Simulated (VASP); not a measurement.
Write the native input for VASP 6.6.1 that does the following.

```yaml
Task: single point
Functional: PBEsol
Potentials_or_basis: VASP PAW PBE potentials, release 64 (Ti_sv, Al)
Cutoff: 500 eV
k_mesh: 9 × 9 × 4
Occupations: gaussian, width 0.1 eV
Spin: no spin polarisation
Dipole_correction: no
Further_INCAR_settings: ALGO = Normal; EDIFF = 1e-06; NBANDS = 14
```

The structure of TiAl lies in POSCAR:

```
TiAl
1.0
    2.8672622327      0.0000000000      0.0000000000
   -1.4336311163      2.4831219328      0.0000000000
    0.0000000000      0.0000000000      4.6780830000
Ti Al
1 1
Direct
    0.0000000000      0.0000000000      0.0000000000
    0.3333333300      0.6666666700      0.5000000000
```

These files were run (other wordings do the same):

INCAR

```
PREC     = Accurate       # precision mode
ENCUT    = 500            # plane-wave cutoff, eV
EDIFF    = 1E-6           # SCF threshold, eV
ISMEAR   = 0              # smearing method
SIGMA    = 0.1            # smearing width, eV
LREAL    = False          # projectors in reciprocal space
LASPH    = True           # aspherical terms in the spheres
NELM     = 120            # most SCF steps
ALGO     = Normal         # electronic algorithm
ISIF     = 2              # what is computed and relaxed
LWAVE    = False          # write WAVECAR
LCHARG   = False          # write CHGCAR
GGA      = PS             # functional
NBANDS   = 14             # bands
GGA_COMPAT= False
```

KPOINTS

```
Automatic mesh
0
Gamma
  9 9 4
```

Potentials or basis: VASP PAW PBE potentials, release 64 (Ti_sv, Al).

Command:

```console
$ cat potpaw_PBE.64/Ti_sv/POTCAR potpaw_PBE.64/Al/POTCAR > POTCAR
$ mpirun -np 1 vasp_std > vasp.out
```

It gave:

- Pressure: -2.8 GPa

Caveat: the PAW data sets were made with another functional, which shifts forces and pressure a little.

Wall time 20 s on 1 thread of Intel(R) Xeon(R) Platinum 8488C (Sapphire Rapids) (shared host), peak memory 0.15 GiB.
